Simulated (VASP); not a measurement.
A run of VASP 6.6.1:

INCAR

```
  ALGO = Normal
  EDIFF = 1E-6
  ENCUT = 520
  GGA = PE
  ISIF = 2
  ISMEAR = 0
  LASPH = True
  LCHARG = True
  LELF = True
  LREAL = False
  LVHAR = True
  LWAVE = False
  NBANDS = 17
  NELM = 100
  PREC = Accurate
  SIGMA = 0.01
```

Contents of KPOINTS:

```
k-points
0
Gamma
  8 8 8
```

File POSCAR:

```
PbO
1.0
    0.0000000000      2.7987768021      2.7987768021
    2.7987768021      0.0000000000      2.7987768021
    2.7987768021      2.7987768021      0.0000000000
Pb O
1 1
Direct
    0.0000000000      0.0000000000      0.0000000000
    0.2500000000      0.2500000000      0.2500000000
```

Potentials or basis: VASP PAW PBE potentials, release 64 (Pb_d, O).

Run with:

```console
$ cat potpaw_PBE.64/Pb_d/POTCAR potpaw_PBE.64/O/POTCAR > POTCAR
$ mpirun -np 1 vasp_std > vasp.out
```

Hardware: 1 thread of AMD EPYC 7R13 Processor (Zen 3) (shared host).

Question: Estimate the wall time of this run.

Answer: Run time: 27 s on 1 thread of AMD EPYC 7R13 Processor (Zen 3), on a shared host, peak memory 0.15 GiB. Counts: scf iterations 14, k points 29.
